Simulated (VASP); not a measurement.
Write the native input for VASP 6.6.1 that does the following.

```yaml
Task: single point
Functional: PBE
Potentials_or_basis: VASP PAW PBE potentials, release 64 (Si, Ni)
Cutoff: 600 eV
k_mesh: 14 × 14 × 14
Occupations: gaussian, width 0.1 eV
Spin: no spin polarisation
Dipole_correction: no
Further_INCAR_settings: ALGO = Normal; EDIFF = 1e-06; NBANDS = 16
```

The structure of Si2Ni lies in POSCAR:

```
Si2Ni
1.0
    0.0000000000      2.7232366436      2.7232366436
    2.7232366436      0.0000000000      2.7232366436
    2.7232366436      2.7232366436      0.0000000000
Si Ni
2 1
Direct
    0.2500000000      0.2500000000      0.2500000000
    0.7500000000      0.7500000000      0.7500000000
    0.0000000000      0.0000000000      0.0000000000
```

The input as run:

INCAR

```
SYSTEM = Si2Ni
PREC     = Accurate       ! precision mode
ENCUT    = 600            ! plane-wave cutoff, eV
EDIFF    = 1E-6           ! SCF threshold, eV
ISMEAR   = 0              ! smearing method
SIGMA    = 0.1            ! smearing width, eV
LREAL    = .False.        ! projectors in reciprocal space
LASPH    = .True.         ! aspherical terms in the spheres
NELM     = 120            ! most SCF steps
ALGO     = Normal         ! electronic algorithm
ISIF     = 2              ! what is computed and relaxed
LWAVE    = .False.        ! write WAVECAR
LCHARG   = .False.        ! write CHGCAR
GGA      = PE             ! functional
NBANDS   = 16             ! bands
GGA_COMPAT= .False.
```

KPOINTS

```
regular mesh
0
Gamma
  14 14 14
  0 0 0
```

Potentials or basis: VASP PAW PBE potentials, release 64 (Si, Ni).

Run with:

```bash
$ cat potpaw_PBE.64/Si/POTCAR potpaw_PBE.64/Ni/POTCAR > POTCAR
$ mpirun -np 1 vasp_std > vasp.out
```

Results of the run:

The pressure is -0.1 GPa and the band gap on the k mesh is zero (bands 9 and 10 overlap by 2.14 eV).

Wall time 64 s on 1 thread of Intel(R) Xeon(R) Platinum 8488C (Sapphire Rapids) (shared host), peak memory 0.22 GiB.
